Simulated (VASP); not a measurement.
## CoSi2: electric field gradients with PBEsol

CoSi2:

```xyz
3
Lattice="0.0000 2.6020 2.6825 2.6020 0.0000 2.6825 2.6020 2.6020 0.0000" Properties=species:S:1:pos:R:3 pbc="T T T"
Co    0.0000    0.0000    0.0000
Si    1.3010    1.3010    1.3413
Si    3.9030    3.9030    4.0237
```

This cell differs from its parent crystal: equal xx and yy strain of -3 %.

```
Program                : VASP 6.6.1
Task                   : electric field gradients
Functional             : PBEsol
Potentials or basis    : VASP PAW PBE potentials, release 64 (Co, Si)
Cutoff                 : 520 eV
k mesh                 : 11 × 11 × 11
Occupations            : fermi-dirac, width 0.05 eV
Spin                   : collinear spin, ferromagnetic start
Starting moments       : [2.0, 0.0, 0.0] μB
Dipole correction      : no
Further INCAR settings : ALGO = Normal; EDIFF = 1e-08; NBANDS = 20
```

* Pressure: 6.7 GPa
* Net moment: 0.00 μB per cell
* Largest electric field gradient by atom: Co -0.7; Si +1.0 V/Å²
* Valence electrons inside the program's atomic spheres: Co 9.02; Si 1.63

Stress tensor (GPa, compression positive):
```
7.84 0.00 0.00
0.00 7.84 0.00
0.00 0.00 4.42
```

Levels at points of the mesh, in eV from the Fermi level:
Spin up:
```
           k point  band 6  band 7  band 8  band 9  band 10  band 11  band 12  band 13
(0.00, 0.00, 0.00)   -2.01    1.37    3.22    3.52     3.52     3.56     3.56     3.95
```
Spin down:
| k point | band 6 | band 7 | band 8 | band 9 | band 10 | band 11 | band 12 | band 13 |
| --- | --- | --- | --- | --- | --- | --- | --- | --- |
| (0.00, 0.00, 0.00) | -2.01 | 1.37 | 3.22 | 3.52 | 3.52 | 3.56 | 3.56 | 3.95 |

Electric field gradients, principal values (V/Å²):
| atom | least | middle | greatest (by size) |
| --- | --- | --- | --- |
| 1 Co | 0.345 | 0.350 | -0.695 |
| 2 Si | -0.494 | -0.494 | 0.987 |
| 3 Si | -0.494 | -0.494 | 0.987 |

It took 4.4 min on 1 thread of Oxide Virtual Turin-like Processor, on a shared host, peak memory 0.24 GiB.

Caveat: the cell differs from its parent crystal (equal xx and yy strain of -3 %); the cell stands under pressure; the moments typed at the start vanished in this run; without QUAD_EFG the Cq values of the log hold for a quadrupole moment of 1 mb, not for the nuclei; the PAW data sets were made with another functional, which shifts forces and pressure a little.
